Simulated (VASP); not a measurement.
The system is MoS2.

```xyz
6
Lattice="1.6178 -8.4331 0.0000 1.6178 8.4331 0.0000 0.0000 0.0000 3.9673" Properties=species:S:1:pos:R:3 pbc="T T T"
Mo    1.6178   -5.7784    2.9755
Mo    1.6178    5.7784    0.9918
S     1.6178   -1.5449    2.9755
S     1.6178    1.5449    0.9918
S     1.6178    4.3938    2.9755
S     1.6178   -4.3938    0.9918
```

| Property | Result |
| --- | --- |
| Program | VASP 6.6.1 |
| Task | relaxation of cell and atoms |
| Functional | PBE |
| Potentials or basis | VASP PAW PBE potentials, release 64 (Mo_sv, S) |
| Cutoff | 600 eV |
| k mesh | 6 × 6 × 4 |
| Occupations | gaussian, width 0.1 eV |
| Spin | no spin polarisation |

At the start: pressure 0.1 GPa; volume 18.04 Å³/atom.

Task: Where does the relaxation end?

Result: Over 7 steps the energy falls by 3.0 meV/atom and the volume is 18.10 Å³/atom (+0.3 %); space group Cmcm (No. 63, to 0.05 Å).

Step by step:
```csv
step,energy change (eV),largest force (eV/Å),pressure (GPa),volume (Å³)
1,0.0000,0.1676,0.12,108.25
2,-0.0121,0.0761,-0.12,108.45
3,-0.0142,0.1407,-0.26,108.63
4,-0.0143,0.1193,-0.23,108.59
5,-0.0162,0.0848,0.50,108.17
6,-0.0162,0.0873,0.43,108.22
7,-0.0178,0.0393,0.13,108.61
```

Final structure:
```xyz
6
Lattice="1.6491 -8.4492 0.0000 1.6491 8.4492 0.0000 0.0000 0.0000 3.8974" Properties=species:S:1:pos:R:3 pbc="T T T"
Mo    1.6491   -5.7823    2.9230
Mo    1.6491    5.7823    0.9743
S     1.6491   -1.5445    2.9230
S     1.6491    1.5445    0.9743
S     1.6491    4.4059    2.9230
S     1.6491   -4.4059    0.9743
```

Caveat: the k points lie up to 0.40 Å⁻¹ apart in the final cell.
